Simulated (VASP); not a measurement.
# KBr (Pm-3m) in VASP: settings compared, part 3 of 3

VASP 6.6.1.

### Step 4. Relaxation of cell and atoms, PBEsol

This run uses another cell than the first one, of 33.06 Å³/atom, 1.052 times its volume.

INCAR

```
SYSTEM = KBr
PREC = Accurate
ENCUT = 600
EDIFF = 1E-6
ISMEAR = -1
SIGMA = 0.02
LREAL = .FALSE.
LASPH = .TRUE.
NELM = 60
ALGO = Normal
ISIF = 3
LWAVE = .FALSE.
LCHARG = .FALSE.
GGA = PS
IBRION = 2
NSW = 80
EDIFFG = -0.005
```

KPOINTS

```
Automatic mesh
0
G
  6 6 6
  0 0 0
```

POSCAR

```
KBr
1.0
    4.0434990000      0.0000000000      0.0000000000
    0.0000000000      4.0434990000      0.0000000000
    0.0000000000      0.0000000000      4.0434990000
K Br
1 1
Direct
    0.0000000000      0.0000000000      0.0000000000
    0.5000000000      0.5000000000      0.5000000000
```

Potentials or basis: VASP PAW PBE potentials, release 64 (K_sv, Br).

On the command line:

```sh
cat potpaw_PBE.64/K_sv/POTCAR potpaw_PBE.64/Br/POTCAR > POTCAR
mpirun -np 1 vasp_std > vasp.out
```

OUTCAR:

```text
SYSTEM = KBr
   PREC = Accurate
   ENCUT = 600
   EDIFF = 1E-6
   ISMEAR = -1
   LREAL = .FALSE.
   LASPH = .TRUE.
   NELM = 60
   ISIF = 3
   GGA = PS
   IBRION = 2
   NSW = 80
   EDIFFG = -0.005

 ion  position               nearest neighbor table
   1  0.000  0.000  0.000-
   2  0.500  0.500  0.500-

  LATTYP: Found a simple cubic cell.
 ALAT       =     4.0434990000

  Lattice vectors:

 A1 = (   4.0434990000,   0.0000000000,   0.0000000000)
 A2 = (   0.0000000000,   4.0434990000,   0.0000000000)
 A3 = (   0.0000000000,   0.0000000000,   4.0434990000)

Analysis of symmetry for initial positions (statically):
=====================================================================
 Subroutine PRICEL returns:
 Original cell was already a primitive cell.

[... 213 lines left out ...]
      3     -12.5923      2.00000
      4     -12.5923      2.00000
      5     -12.5923      2.00000
      6      -0.9526      2.00000
      7      -0.9526      2.00000
      8      -0.9526      2.00000
      9       3.1348      0.00000
     10       5.0239      0.00000
     11       5.0239      0.00000
     12       9.0550      0.00000
[... 354 lines left out ...]
--------------------------------------- Ionic step        4  -------------------------------------------

 number of electron      16.0000000 magnetization

 Free energy of the ion-electron system (eV)
  ---------------------------------------------------
  ext. energy  EPLUGINS =         0.00000000
  ---------------------------------------------------
  free energy    TOTEN  =        -6.36423941 eV

  energy without entropy =       -6.36423941  energy(sigma->0) =       -6.36423941

 E-fermi :   0.0776     XC(G=0):  -8.3519

 val. band max:       -0.4476528681   @ k =   0.5000   0.5000   0.0000
 cond. band min:       3.4979831558   @ k =   0.0000   0.0000   0.0000
 fundamental gap:      3.9456360238
 Fermi energy:         0.0775840615

 k-point     1 :       0.0000    0.0000    0.0000
  band No.  band energies     occupation
      1     -28.8255      2.00000
      2     -13.4162      2.00000
      3     -12.3080      2.00000
      4     -12.3080      2.00000
      5     -12.3080      2.00000
      6      -0.7401      2.00000
      7      -0.7401      2.00000
      8      -0.7401      2.00000
      9       3.4980      0.00000
     10       5.1819      0.00000
     11       5.1819      0.00000
     12       9.3666      0.00000
[... 312 lines left out ...]
  FREE ENERGIE OF THE ION-ELECTRON SYSTEM (eV)
  ---------------------------------------------------
  free  energy   TOTEN  =        -6.3642394055 eV

  energy  without entropy=       -6.3642394055  energy(sigma->0) =       -6.36423941

 reached required accuracy - stopping structural energy minimisation
```

OSZICAR:

```text
N       E                     dE             d eps       ncg     rms          rms(c)
DAV:   1     0.105703518532E+03    0.10570E+03   -0.75834E+03   480   0.131E+03
DAV:   2     0.220253184398E+00   -0.10548E+03   -0.98117E+02   576   0.274E+02
DAV:   3    -0.628070655600E+01   -0.65010E+01   -0.64683E+01   620   0.633E+01
[... 34 lines left out ...]
DAV:   2    -0.636456985610E+01    0.14318E-02   -0.31552E-03   584   0.543E-01    0.102E-01
DAV:   3    -0.636421841405E+01    0.35144E-03   -0.11117E-03   760   0.280E-01    0.791E-02
DAV:   4    -0.636423299304E+01   -0.14579E-04   -0.50028E-05   840   0.380E-02    0.283E-02
DAV:   5    -0.636423943543E+01   -0.64424E-05   -0.25487E-05   900   0.299E-02    0.574E-03
DAV:   6    -0.636423940551E+01    0.29922E-07   -0.35859E-07   316   0.703E-03
   4 F= -.63642394E+01 E0= -.63642394E+01  d E =-.203856E-01
```

It took 36 s on 1 thread of Intel Xeon Platinum 8488C (Sapphire Rapids), shared host; peak memory 0.19 GiB.

What came out:

| Item | Value |
| --- | --- |
| Free energy | -6.3642 eV |
| Relaxed volume | 30.53 Å³/atom |
| Relaxed cell | a = 3.938 Å, b = 3.938 Å, c = 3.938 Å, α = 90.00°, β = 90.00°, γ = 90.00° |
| Space group after relaxing (to 0.05 Å) | Pm-3m (No. 221) |
| Energy gained by relaxing | 10.2 meV/atom |
| Ionic steps | 4 |
| Pressure after relaxing | 0.0 GPa |
| Band gap on the k mesh | 3.95 eV, indirect (least direct gap 4.24 eV) |

Step by step:
```tsv
step	energy change (eV)	largest force (eV/Å)	pressure (GPa)	volume (Å³)
1	0.0000	0.0000	-1.20	66.11
2	-0.0141	0.0000	-0.71	63.77
3	-0.0203	0.0000	-0.07	61.32
4	-0.0204	0.0000	0.01	61.06
```

Final structure:
```
K Br
1.0
     3.93781    0.00000    0.00000
     0.00000    3.93781    0.00000
     0.00000    0.00000    3.93781
K Br
1 1
Direct
  0.00000 0.00000 0.00000
  0.50000 0.50000 0.50000
```

Levels at points of the mesh, in eV from the valence-band top:
```
           k point  band 4  band 5  band 6  band 7  band 8  band 9  band 10  band 11  band 12
(0.00, 0.00, 0.00)  -11.86  -11.86   -0.29   -0.29   -0.29    3.95     5.63     5.63     9.81
(0.50, 0.00, 0.00)  -11.83  -11.68   -2.24   -0.28   -0.28    6.62     7.09     7.99     8.78
(0.50, 0.50, 0.00)  -12.05  -11.81   -1.57   -1.57    0.00    5.10     6.45     8.03     8.03
(0.50, 0.50, 0.50)  -12.00  -12.00   -1.66   -1.66   -1.66    7.43     7.43     7.43     9.68
```

Caveat: the PAW data sets were made with another functional, which shifts forces and pressure a little. A k mesh can miss the band edges.

### Step 5. Relaxation of cell and atoms, LDA

This run uses another cell than the first one, of 33.06 Å³/atom, 1.052 times its volume.

INCAR

```
ALGO = Normal ; EDIFF = 1E-7
EDIFFG = -0.005 ; ENCUT = 600
IBRION = 2 ; ISIF = 3
ISMEAR = -1 ; LASPH = True
LCHARG = False ; LREAL = False
LWAVE = False ; NELM = 100
NSW = 80 ; PREC = Accurate
SIGMA = 0.02
```

KPOINTS

```
k-points
0
Gamma
  6 6 6
```

POSCAR is that of step 4.

Potentials or basis: VASP PAW LDA potentials, release 64 (K_sv, Br).

On the command line:

```sh
cat potpaw_LDA.64/K_sv/POTCAR potpaw_LDA.64/Br/POTCAR > POTCAR
mpirun -np 1 vasp_std > vasp.out
```

Wall time 2 min (1 thread of Intel Xeon Platinum 8488C (Sapphire Rapids), shared host); peak memory 0.17 GiB.

It converged, with:

| Property | Result |
| --- | --- |
| Free energy | -6.7771 eV |
| Relaxed volume | 28.20 Å³/atom |
| Relaxed cell | a = 3.835 Å, b = 3.835 Å, c = 3.835 Å, α = 90.00°, β = 90.00°, γ = 90.00° |
| Space group after relaxing (to 0.05 Å) | Pm-3m (No. 221) |
| Energy gained by relaxing | 46.2 meV/atom |
| Ionic steps | 18 |
| Pressure after relaxing | 0.0 GPa |
| Band gap on the k mesh | 4.02 eV, indirect (least direct gap 4.34 eV) |

The path:
```csv
step,energy change (eV),largest force (eV/Å),pressure (GPa),volume (Å³)
1,0.0000,0.0000,-2.60,66.11
2,-0.0668,0.0000,-1.60,61.12
3,-0.0920,0.0000,-0.25,56.97
4,-0.0925,0.0000,0.03,56.29
5,-0.0925,0.0000,-0.04,56.48
6,-0.0925,0.0000,-0.05,56.48
7,-0.0925,0.0000,-0.04,56.47
8,-0.0925,0.0000,-0.04,56.47
9,-0.0925,0.0000,-0.04,56.47
10,-0.0925,0.0000,-0.04,56.47
11,-0.0925,0.0000,-0.04,56.47
12,-0.0925,0.0000,-0.04,56.47
13,-0.0925,0.0000,-0.05,56.47
14,-0.0925,0.0000,-0.04,56.47
15,-0.0925,0.0000,-0.04,56.47
16,-0.0925,0.0000,-0.04,56.46
17,-0.0925,0.0000,-0.04,56.44
18,-0.0925,0.0000,-0.01,56.41
```

Final structure:
```
K Br
1.0
     3.83513    0.00000    0.00000
     0.00000    3.83513    0.00000
     0.00000    0.00000    3.83513
K Br
1 1
Direct
  0.00000 0.00000 0.00000
  0.50000 0.50000 0.50000
```

Levels at points of the mesh, in eV from the valence-band top:
```tsv
k point	band 4	band 5	band 6	band 7	band 8	band 9	band 10	band 11	band 12
(0.00, 0.00, 0.00)	-11.75	-11.75	-0.32	-0.32	-0.32	4.02	5.32	5.32	9.81
(0.50, 0.00, 0.00)	-11.71	-11.54	-2.55	-0.34	-0.34	6.79	6.84	8.23	8.71
(0.50, 0.50, 0.00)	-12.01	-11.69	-1.75	-1.75	0.00	4.88	6.35	7.89	7.89
(0.50, 0.50, 0.50)	-11.94	-11.94	-1.93	-1.93	-1.93	7.46	7.46	7.46	9.88
```

### Step 6. The runs side by side

| task | level | potentials or basis | cell | cutoff (eV) | smearing | gap on the mesh (eV) | pressure (GPa) | relaxed volume (Å³/atom) |
| --- | --- | --- | --- | --- | --- | --- | --- | --- |
| single point | r2SCAN | VASP PAW PBE potentials, release 64 (K_sv, Br) | a = 3.976 Å, 2 atoms | 520 | gaussian 0.01 eV | 4.77 | 0.0 | - |
| relaxation of cell and atoms | PBE | VASP PAW PBE potentials, release 64 (K_sv, Br) | relaxed from a = 4.043 Å, 2 atoms | 600 | fermi-dirac 0.02 eV | 3.86 | 0.0 | - |
| relaxation of cell and atoms | PBEsol | VASP PAW PBE potentials, release 64 (K_sv, Br) | relaxed from a = 4.043 Å, 2 atoms | 600 | fermi-dirac 0.02 eV | 3.95 | 0.0 | 30.53 |
| relaxation of cell and atoms | LDA | VASP PAW LDA potentials, release 64 (K_sv, Br) | relaxed from a = 4.043 Å, 2 atoms | 600 | fermi-dirac 0.02 eV | 4.02 | 0.0 | 28.20 |

Alike in all rows: no spin polarisation; k mesh 6 × 6 × 6.

Caveats: the PAW data sets were made with another functional, which shifts forces and pressure a little (some runs); the relaxation stopped at its first step, so nothing moved (some runs).

Total energies depend on the potentials used, so only differences within one code and one set of settings carry meaning.
